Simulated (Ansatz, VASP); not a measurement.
One calculation of SnSe, two programs

```xyz
2
Lattice="3.2231 0.0000 0.0000 -1.6116 2.7913 0.0000 0.0000 0.0000 5.7466" Properties=species:S:1:pos:R:3 pbc="T T T"
Sn    0.0000    0.0000    0.0000
Se    0.0000    0.0000    2.8733
```

Alike in both runs: functional PBE; k mesh 18 × 18 × 10; occupations gaussian, width 0.1 eV; no spin polarisation.

Ansatz relaxed the structure, and its values are those at the end. VASP's run is a single point on that final structure, the one shown.

|  | VASP | Ansatz |
| --- | --- | --- |
| version | VASP 6.6.1 | Ansatz 0.2.0 |
| potentials or method | VASP PAW PBE potentials, release 64 (Sn_d, Se), cutoff 520 eV | scalar-relativistic, plane waves, PAW |
| valence electrons in the cell | 20 | 30 |

```csv
,VASP,Ansatz,Ansatz less VASP
gap on the k mesh at the Fermi level (eV),none,none,-
pressure (GPa),0.0,0.0,+0.03
```

A gap of «none» marks a metal or a gap that the smearing closes. VASP's potentials hold 20 valence electrons a cell and Ansatz's 30, so a difference there can come from the potentials and not from the codes.
